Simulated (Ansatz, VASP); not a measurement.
Given: the input of a run of Ansatz 0.2.0 on Sr.

The input input:

```
crystal:
  lattice:
    - [0.0, 3.1020190703, 3.1020190703]
    - [3.1020190703, 0.0, 3.1020190703]
    - [3.1020190703, 3.1020190703, 0.0]
  atoms:
    - { symbol: Sr, position: [0.0, 0.0, 0.0] }
hamiltonian:
  xc: hse06
  pseudopotentials: { kind: paw }
kpoints:
  mp_grid: { grid: [4, 4, 4] }
scf:
  occupations: { method: fermi_dirac, width: 0.05 }
output:
  forces: true
  stress: true
  eigenvalues: true
```

Task: Set up the same calculation for VASP 6.6.1. Potentials there: VASP PAW PBE potentials, release 64 (Sr_sv).

Result: As run (the cutoff follows the program's own potentials):

POSCAR

```
Sr
1.0
    0.0000000000      3.1020190703      3.1020190703
    3.1020190703      0.0000000000      3.1020190703
    3.1020190703      3.1020190703      0.0000000000
Sr
1
Direct
    0.0000000000      0.0000000000      0.0000000000
```

File INCAR.step1:

```
ALGO     = Normal         # electronic algorithm
EDIFF    = 1E-5           # SCF threshold, eV
ENCUT    = 520            # plane-wave cutoff, eV
GGA      = PE             # functional
ISIF     = 2              # what is computed and relaxed
ISMEAR   = -1             # smearing method
LASPH    = True           # aspherical terms in the spheres
LREAL    = False          # projectors in reciprocal space
LWAVE    = True           # write WAVECAR
NBANDS   = 11             # bands
NELM     = 100            # most SCF steps
PREC     = Accurate       # precision mode
SIGMA    = 0.05           # smearing width, eV
```

Contents of INCAR.step2:

```
ALGO     = Normal         # electronic algorithm
EDIFF    = 1E-7           # SCF threshold, eV
ENCUT    = 520            # plane-wave cutoff, eV
GGA      = PE             # functional
HFSCREEN = 0.2079         # screening, 1/A
ISIF     = 2              # what is computed and relaxed
ISMEAR   = -1             # smearing method
ISTART   = 1            
LASPH    = True           # aspherical terms in the spheres
LCHARG   = True           # write CHGCAR
LELF     = True           # ELF
LHFCALC  = True           # exact exchange
LREAL    = False          # projectors in reciprocal space
LVHAR    = True         
LWAVE    = False          # write WAVECAR
NBANDS   = 11             # bands
NELM     = 100            # most SCF steps
PREC     = Accurate       # precision mode
PRECFOCK = Normal       
SIGMA    = 0.05           # smearing width, eV
```

File KPOINTS:

```
k-points
0
Gamma
  4 4 4
```

Potentials or basis: VASP PAW PBE potentials, release 64 (Sr_sv).

Run with:

```console
$ cat potpaw_PBE.64/Sr_sv/POTCAR > POTCAR
$ cp INCAR.step1 INCAR
$ mpirun -np 1 vasp_std > vasp.out
$ cp INCAR.step2 INCAR
$ mpirun -np 1 vasp_std > vasp.out
```

Both were run:

|  | VASP | Ansatz | Ansatz less VASP |
| --- | --- | --- | --- |
| gap on the k mesh at the Fermi level (eV) | none | none | - |
| pressure (GPa) | -0.4 | -0.4 | +0.01 |

A gap of «none» marks a metal or a gap that the smearing closes.

The k mesh is coarse, so the values compare programs but aren't converged.
